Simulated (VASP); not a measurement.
Runs of VASP 6.6.1 on Ca. The structure is that of space group Fm-3m (No. 225), or close to it. The cells are those of the table. 

| task | cell | k mesh for the DOS | occupations for the DOS | gap on the mesh (eV) | pressure (GPa) |
| --- | --- | --- | --- | --- | --- |
| electric field gradients | a = 4.011, b = 4.011, c = 4.070 Å, angles 59.5, 59.5, 61.0°, 1 atom | - | - | none | -1.4 |
| single point | a = 4.029 Å, angles 60.0°, 1 atom | - | - | none | -1.4 |
| electric field gradients | a = 4.029 Å, angles 60.0°, 1 atom | - | - | none | -1.4 |
| single point | a = 3.912 Å, angles 60.0°, 1 atom | - | - | none | -0.1 |
| electric field gradients | a = 3.872 Å, angles 60.0°, 1 atom | - | - | none | 0.5 |
| electric field gradients | a = 3.952 Å, angles 60.0°, 1 atom | - | - | none | -0.5 |
| single point | a = 3.872 Å, angles 60.0°, 1 atom | - | - | none | 0.5 |
| electric field gradients | a = 3.912 Å, angles 60.0°, 1 atom | - | - | none | (a) |

Alike in all rows: level PBE; potentials or basis VASP PAW PBE potentials, release 64 (Ca_sv); no spin polarisation; k mesh 11 × 11 × 11; cutoff (eV) 520; smearing fermi-dirac 0.05 eV.

Question: Fill in the values left out.

Answer: (a) 0.0.

A gap of «none» marks levels without a gap at the run's occupations.
